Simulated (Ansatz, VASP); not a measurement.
# Ta5Br3: VASP beside Ansatz

```
CELL_PARAMETERS angstrom
-5.29572 5.29572 3.42592
5.29572 -5.29572 3.42592
5.29572 5.29572 -3.42592
ATOMIC_POSITIONS crystal
Ta 0.80429 0.49961 0.30390
Ta 0.99961 0.30429 0.30390
Ta 0.30429 0.00039 0.30468
Ta 0.49961 0.19571 0.69532
Ta 0.50039 0.80429 0.30468
Ta 0.69571 0.99961 0.69532
Ta 0.25000 0.75000 0.50000
Ta 0.75000 0.25000 0.50000
Ta 0.00039 0.69571 0.69610
Ta 0.19571 0.50039 0.69610
Br 0.25000 0.25000 0.00000
Br 0.75000 0.75000 0.00000
Br 0.74978 0.24978 0.99955
Br 0.24978 0.25022 0.50000
Br 0.75022 0.74978 0.50000
Br 0.25022 0.75022 0.00045
```

Alike in both runs: functional PBE; k mesh 3 × 3 × 3; occupations gaussian, width 0.2 eV; no spin polarisation.

Ansatz relaxed the structure, and its values are those at the end. VASP's run is a single point on that final structure, the one shown.

```csv
,VASP,Ansatz
version,VASP 6.6.1,Ansatz 0.2.0
potentials or method,"VASP PAW PBE potentials, release 64 (Ta_pv, Br), cutoff 520 eV","scalar-relativistic, plane waves, PAW"
valence electrons in the cell,152,172
```

Ansatz gave:

- gap on the k mesh at the Fermi level (eV): none
- pressure (GPa): 0.0
- rms of the force components (eV/Å): 0.009

Q: Which values does VASP return?

A: gap on the k mesh at the Fermi level (eV): none; pressure (GPa): 0.1; rms of the force components (eV/Å): 0.008.

A gap of «none» marks a metal or a gap that the smearing closes. VASP's potentials hold 152 valence electrons a cell and Ansatz's 172, so a difference there can come from the potentials and not from the codes.

The k mesh is coarse, so the values compare programs but aren't converged. Spin-orbit coupling is off throughout.
